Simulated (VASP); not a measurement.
# Mg (I4/mmm) in VASP: notebook

Runs on Mg. Level: PBE. Tasks: single point.

All numbers are computed with VASP 6.6.1; they aren't measurements. Logs are shortened: lines on timing, memory, paths and dates and some standing lists are left out, and cuts for length are marked.

**1. The cell of the first run**

The structure is tetragonal, space group I4/mmm (No. 139). Conventional cell: a = 3.671 Å, b = 3.671 Å, c = 3.376 Å, α = 90.00°, β = 90.00°, γ = 90.00°. Within 4.1 Å of Mg (site symmetry 4/mmm) lie 14 Mg at 3.10 to 3.67 Å.

**2. Single point, PBE (strain along c alone, the other axes held: -1.0 %)**

INCAR

```
  ALGO = Normal
  EDIFF = 1E-7
  ENCUT = 520
  GGA = PE
  ISIF = 2
  ISMEAR = 0
  LASPH = T
  LCHARG = F
  LREAL = F
  LWAVE = F
  NBANDS = 9
  NELM = 80
  PREC = Accurate
  SIGMA = 0.1
```

KPOINTS

```
k-points
0
Gamma
  12 12 12
```

POSCAR

```
Mg
1.0
    3.6711586697      0.0000000000      0.0000000000
    0.0000000000      3.6711586697      0.0000000000
    0.0000000000      0.0000000000      3.3757302735
Mg
2
Direct
    0.0000000000      0.0000000000      0.0000000000
    0.5000000000      0.5000000000      0.5000000000
```

Potentials or basis: VASP PAW PBE potentials, release 64 (Mg).

The run is started by

```bash
cat potpaw_PBE.64/Mg/POTCAR > POTCAR
mpirun -np 1 vasp_std > vasp.out
```

OUTCAR:

```text
EDIFF = 1E-7
   ENCUT = 520
   GGA = PE
   ISIF = 2
   ISMEAR = 0
   LASPH = T
   LREAL = F
   NELM = 80
   PREC = Accurate

 ion  position               nearest neighbor table
   1  0.000  0.000  0.000-   2 3.10   2 3.10   2 3.10   2 3.10   2 3.10   2 3.10   2 3.10   2 3.10

   2  0.500  0.500  0.500-   1 3.10   1 3.10   1 3.10   1 3.10   1 3.10   1 3.10   1 3.10   1 3.10

  LATTYP: Found a simple tetragonal cell.
 ALAT       =     3.6711586697
 C/A-ratio  =     0.9195272058

  Lattice vectors:

 A1 = (   3.6711586697,   0.0000000000,   0.0000000000)
 A2 = (   0.0000000000,   3.6711586697,   0.0000000000)
 A3 = (   0.0000000000,   0.0000000000,   3.3757302735)

Analysis of symmetry for initial positions (statically):
=====================================================================
 Subroutine PRICEL returns following result:

  LATTYP: Found a body centered tetragonal cell.
 ALAT       =     3.6711586697
 C/A-ratio  =     0.9195272058

  Lattice vectors:

 A1 = (  -1.8355793348,  -1.8355793348,  -1.6878651368)
 A2 = (   1.8355793348,   1.8355793348,  -1.6878651367)
 A3 = (   1.8355793348,  -1.8355793349,   1.6878651368)

   2 primitive cells build up your supercell.

 Routine SETGRP: Setting up the symmetry group for a
 simple tetragonal supercell.

 Subroutine GETGRP returns: Found 16 space group operations
 (whereof 16 operations were pure point group operations)
 out of a pool of 16 trial point group operations.

The static configuration has the point symmetry D_4h.

Analysis of symmetry for dynamics (positions and initial velocities):
=====================================================================
 Subroutine PRICEL returns following result:

  LATTYP: Found a body centered tetragonal cell.
 ALAT       =     3.6711586697
 C/A-ratio  =     0.9195272058

  Lattice vectors:

 A1 = (  -1.8355793348,  -1.8355793348,  -1.6878651368)
 A2 = (   1.8355793348,   1.8355793348,  -1.6878651367)
 A3 = (   1.8355793348,  -1.8355793349,   1.6878651368)

   2 primitive cells build up your supercell.

 Routine SETGRP: Setting up the symmetry group for a
 simple tetragonal supercell.

 Subroutine GETGRP returns: Found 16 space group operations
 (whereof 16 operations were pure point group operations)
 out of a pool of 16 trial point group operations.

The dynamic configuration has the point symmetry D_4h.

 Subroutine INISYM returns: Found 16 space group operations
 (whereof 16 operations are pure point group operations),
 and found     2 'primitive' translations

----------------------------------------------------------------------------------------

                                     Primitive cell

  volume of cell :      22.7480

  direct lattice vectors                    reciprocal lattice vectors
    -1.835579335 -1.835579335 -1.687865137     0.000000000 -0.272393566 -0.296232198
     1.835579335  1.835579335 -1.687865137     0.272393566  0.000000000 -0.296232198
     1.835579335 -1.835579335  1.687865137     0.272393566 -0.272393566  0.000000000

  length of vectors
     3.096383650  3.096383650  3.096383650     0.402432317  0.402432317  0.385222675

  position of ions in fractional coordinates (direct lattice)
     0.000000000  0.000000000  0.000000000

  ion indices of the primitive-cell ions
   primitive index   ion index
                 1           1

----------------------------------------------------------------------------------------

 KPOINTS: k-points

Automatic generation of k-mesh.
 Grid dimensions read from file:
 generate k-points for:   12   12   12

 Generating k-lattice:

  Cartesian coordinates                     Fractional coordinates (reciprocal lattice)
     0.022699464  0.000000000  0.000000000     0.083333333  0.000000000  0.000000000
     0.000000000  0.022699464  0.000000000     0.000000000  0.083333333  0.000000000
     0.000000000  0.000000000  0.024686017     0.000000000  0.000000000  0.083333333

  Length of vectors
     0.022699464  0.022699464  0.024686017

  Shift w.r.t. Gamma in fractional coordinates (k-lattice)
     0.000000000  0.000000000  0.000000000

 Subroutine IBZKPT returns following result:
 ===========================================

 Found    196 irreducible k-points:

 Following reciprocal coordinates:
            Coordinates               Weight
  0.000000  0.000000  0.000000      1.000000
  0.083333  0.000000  0.000000      4.000000
  0.166667  0.000000  0.000000      4.000000
  0.250000  0.000000  0.000000      4.000000
  0.333333  0.000000  0.000000      4.000000
  0.416667  0.000000  0.000000      4.000000
[... 16 lines left out ...]
  0.333333  0.333333  0.000000      4.000000
  0.416667  0.333333  0.000000      8.000000
 [... further k-points ...]
   k-points           NKPTS =    196   k-points in BZ     NKDIM =    196   number of bands    NBANDS=      9
   number of dos      NEDOS =    301   number of ions     NIONS =      2
   total plane-waves  NPLWV =  21952
   dimension x,y,z NGX =    28 NGY =   28 NGZ =   28
   dimension x,y,z NGXF=    56 NGYF=   56 NGZF=   56
   ions per type =               2
   NGX,Y,Z   is equivalent  to a cutoff of  12.68, 12.68, 13.79 a.u.
   NGXF,Y,Z  is equivalent  to a cutoff of  25.36, 25.36, 27.58 a.u.
 SYSTEM =  unknown system
   PREC   = accura    normal or accurate (medium, high low for compatibility)
   ISTART =      0    job   : 0-new  1-cont  2-samecut
   ICHARG =      2    charge: 1-file 2-atom 10-const
   ISPIN  =      1    spin polarized calculation?
   LNONCOLLINEAR =      F non collinear calculations
   LSORBIT =      F    spin-orbit coupling
   LASPH  =      T    aspherical Exc in radial PAW
   ENCUT  =  520.0 eV  38.22 Ry    6.18 a.u.   6.83  6.83  6.28*2*pi/ulx,y,z
   NELM   =     80;   NELMIN=  2; NELMDL= -5     # of ELM steps
   EDIFF  = 0.1E-06   stopping-criterion for ELM
   LREAL  =      F    real-space projection
   EDIFFG = 0.1E-05   stopping-criterion for IOM
   NSW    =      0    number of steps for IOM
   IBRION =     -1    ionic relax: 0-MD 1-quasi-New 2-CG
   NFREE  =      0    steps in history (QN), initial steepest desc. (CG)
   ISIF   =      2    stress and relaxation
   ISYM   =      2    0-nonsym 1-usesym 2-fastsym
   POTIM  = 0.5000    time-step for ionic-motion
   TEBEG  =    0.0;   TEEND  =   0.0 temperature during run
   PSTRESS=    0.0 pullay stress
   NELECT =       4.0000    total number of electrons
   NUPDOWN=      -1.0000    fix difference up-down
   EMIN   =  10.00;   EMAX   =-10.00  energy-range for DOS
   EFERMI =   0.00;   METHOD = LEGACY
   ISMEAR =     0;   SIGMA  =   0.10  broadening in eV -4-tet -1-fermi 0-gaus
   EFERMI_NEDOS =   21; number of points for ismear=-14 and -15
   IALGO  =     38    algorithm
   IMIX   =      4    mixing-type and parameters
     AMIX     =   0.40;   BMIX     =  1.00
     AMIX_MAG =   1.60;   BMIX_MAG =  1.00
  volume/ion in A,a.u.               =      22.75       153.51
  Fermi-wavevector in a.u.,A,eV,Ry     =   0.727953  1.375632  7.209944  0.529916
  Thomas-Fermi vector in A             =   1.819306
   LORBIT       =      0    0 simple, 1 ext, 2 COOP (PROOUT), +10 PAW based schemes
   GGA     = PE    functional components
   LHFCALC =     F    Hartree Fock is set to
   AEXX    =    0.0000 exact exchange contribution
   IVDW    =     0    specifies the selected vdW correction
   LEPSILON=     F    determine dielectric tensor
   LRPA    =     F    only Hartree local field effects (RPA)
 non-spin polarized calculation
 Gauss-broadening in eV      SIGMA  =   0.10
  energy-cutoff  :      520.00
  volume of cell :       45.50
 maximum number of plane-waves:      1249
 NGX is ok and might be reduce to    28
   NGX = 13   NGY = 13   NGZ = 13

 number of electron       4.0000000 magnetization

 Free energy of the ion-electron system (eV)
  ---------------------------------------------------
  ext. energy  EPLUGINS =         0.00000000
  ---------------------------------------------------
  free energy    TOTEN  =        -2.96105163 eV

  energy without entropy =       -2.95760586  energy(sigma->0) =       -2.95932875

 E-fermi :   2.7443     XC(G=0):  -8.5222

 val. band max:        2.7411035895   @ k =   0.2500   0.2500   0.0000
 cond. band min:       2.7577091323   @ k =   0.5000   0.5000   0.3333
 fundamental gap:      0.0166055428
 Fermi energy:         2.7443220387

 k-point     1 :       0.0000    0.0000    0.0000
  band No.  band energies     occupation
      1      -4.2871      2.00000
      2       5.9471      0.00000
      3       5.9471      0.00000
      4       6.3094      0.00000
      5       6.8579      0.00000
      6       7.9704      0.00000
      7      10.6150      0.00000
      8      14.6978      0.00000
      9      16.4348      0.00000

 k-point     2 :       0.0833    0.0000    0.0000
  band No.  band energies     occupation
      1      -4.2093      2.00000
      2       4.6403      0.00000
      3       6.0140      0.00000
      4       6.6997      0.00000
      5       7.8398      0.00000
      6       8.0360      0.00000
      7      10.8290      0.00000
      8      13.9214      0.00000
      9      15.7286      0.00000

 k-point     3 :       0.1667    0.0000    0.0000
  band No.  band energies     occupation
      1      -3.9763      2.00000
      2       3.1794      0.00000
      3       6.2147      0.00000
      4       6.9462      0.00000
      5       8.2330      0.00000
      6       9.1229      0.00000
      7      11.5953      0.00000
      8      12.6446      0.00000
      9      14.1444      0.00000

 k-point     4 :       0.2500    0.0000    0.0000
  band No.  band energies     occupation
      1      -3.5892      2.00000
      2       1.8141      2.00000
      3       6.5498      0.00000
      4       7.3335      0.00000
      5       8.5618      0.00000
      6      10.0422      0.00000
      7      11.3958      0.00000
      8      12.7693      0.00000
      9      13.0329      0.00000
[... 205 lines left out ...]
 k-point    22 :       0.5000    0.2500    0.0000
  band No.  band energies     occupation
      1      -0.8480      2.00000
      2      -0.8480      2.00000
      3       4.4693      0.00000
      4       4.4693      0.00000
      5      10.9377      0.00000
      6      10.9377      0.00000
      7      12.2847      0.00000
      8      12.2847      0.00000
      9      15.0593      0.00000

 k-point    23 :       0.3333    0.3333    0.0000
  band No.  band energies     occupation
      1      -1.8288      2.00000
      2       1.5323      2.00000
      3       2.0005      2.00000
      4       5.2642      0.00000
      5      10.0775      0.00000
      6      11.3547      0.00000
      7      13.0090      0.00000
      8      13.5721      0.00000
      9      14.6423      0.00000

 k-point    24 :       0.4167    0.3333    0.0000
  band No.  band energies     occupation
      1      -1.1489      2.00000
      2       0.6296      2.00000
      3       2.4570      1.99995
      4       4.1861      0.00000
      5      10.6709      0.00000
      6      12.0679      0.00000
      7      12.2359      0.00000
      8      13.8229      0.00000
      9      13.9613      0.00000

 [... further k-points ...]
[... 5 lines left out ...]
  --------------------------------------------------------------------------------------
  -------------------------------------------------------------------------------------
  Total        0.1131639      0.1131639     -0.0677366      0.0000000      0.0000000      0.0000000
  in kB        3.9851474      3.9851474     -2.3853930      0.0000000      0.0000000      0.0000000
  external PRESSURE =       1.8616339 kB  Pullay stress =       0.0000000 kB

 VOLUME and BASIS-vectors are now :
 -----------------------------------------------------------------------------
  energy-cutoff  :      520.00
  volume of cell :       45.50
      direct lattice vectors                 reciprocal lattice vectors
     3.671158670  0.000000000  0.000000000     0.272393566  0.000000000  0.000000000
     0.000000000  3.671158670  0.000000000     0.000000000  0.272393566  0.000000000
     0.000000000  0.000000000  3.375730273     0.000000000  0.000000000  0.296232198

 POSITION                                       TOTAL-FORCE (eV/Angst)
 -----------------------------------------------------------------------------------
      0.00000      0.00000      0.00000        -0.000000      0.000000      0.000000
      1.83558      1.83558      1.68787         0.000000     -0.000000     -0.000000
 -----------------------------------------------------------------------------------
    total drift:                               -0.000000     -0.000000     -0.000000

  FREE ENERGIE OF THE ION-ELECTRON SYSTEM (eV)
  ---------------------------------------------------
  free  energy   TOTEN  =        -2.9610516265 eV

  energy  without entropy=       -2.9576058646  energy(sigma->0) =       -2.95932875
```

Wall time 39 s (1 thread of Intel Xeon Platinum 8259CL at 2.50GHz (Skylake/Cascade Lake), shared host); peak memory 0.21 GiB.

What came out:

```yaml
Free_energy: -2.9611 eV
Pressure: 0.2 GPa
Band_gap_on_the_k_mesh: zero (band 2 reaches 5.95 eV, above the bottom of band 3 at 1.39 eV)
```

Stress tensor (GPa, compression positive):
```
 0.40  0.00  0.00
 0.00  0.40  0.00
 0.00  0.00 -0.24
```

Caveat: the cell differs from its parent crystal (strain along c alone, the other axes held: -1.0 %).

**3. Single point, PBE (strain along c alone, the other axes held: +1.0 %)**

INCAR

```
SYSTEM = Mg
PREC = Accurate
ENCUT = 520
EDIFF = 1E-6
ISMEAR = 0
SIGMA = 0.1
LREAL = .FALSE.
LASPH = .TRUE.
NELM = 60
ALGO = Normal
ISIF = 2
LWAVE = .FALSE.
LCHARG = .FALSE.
GGA = PE
NBANDS = 9
```

KPOINTS

```
regular mesh
0
G
  12 12 12
  0 0 0
```

POSCAR, as its differences from that of step 2:

```diff
@@ -4,3 +4,3 @@
     0.0000000000      3.6711586697      0.0000000000
-    0.0000000000      0.0000000000      3.3757302735
+    0.0000000000      0.0000000000      3.4439268447
 Mg
```

Potentials or basis: VASP PAW PBE potentials, release 64 (Mg).

The run is started by

```bash
cat potpaw_PBE.64/Mg/POTCAR > POTCAR
mpirun -np 1 vasp_std > vasp.out
```

Wall time 38 s (1 thread of Intel Xeon Platinum 8259CL at 2.50GHz (Skylake/Cascade Lake), shared host); peak memory 0.21 GiB.

Results (log left out):

- Free energy: -2.9568 eV
- Pressure: -0.5 GPa
- Band gap on the k mesh: zero (band 2 reaches 5.94 eV, above the bottom of band 3 at 1.38 eV)

Stress tensor (GPa, compression positive):
```
-0.23  0.00  0.00
 0.00 -0.23  0.00
 0.00  0.00 -1.18
```

Levels at points of the mesh, in eV from the Fermi level:
```tsv
k point	band 1	band 2	band 3	band 4	band 5
(0.00, 0.00, 0.00)	-6.92	3.32	3.32	3.68	4.13
(0.50, 0.00, 0.00)	-4.16	-4.16	5.75	5.75	6.72
(0.50, 0.50, 0.00)	-1.67	-1.67	-1.23	-1.23	9.35
(0.00, 0.00, 0.50)	-3.79	-3.79	6.09	6.09	6.09
(0.50, 0.00, 0.50)	-1.39	-1.39	-0.77	-0.77	8.22
(0.50, 0.50, 0.50)	1.09	1.09	1.25	1.25	1.25
```

Caveat: the cell differs from its parent crystal (strain along c alone, the other axes held: +1.0 %).
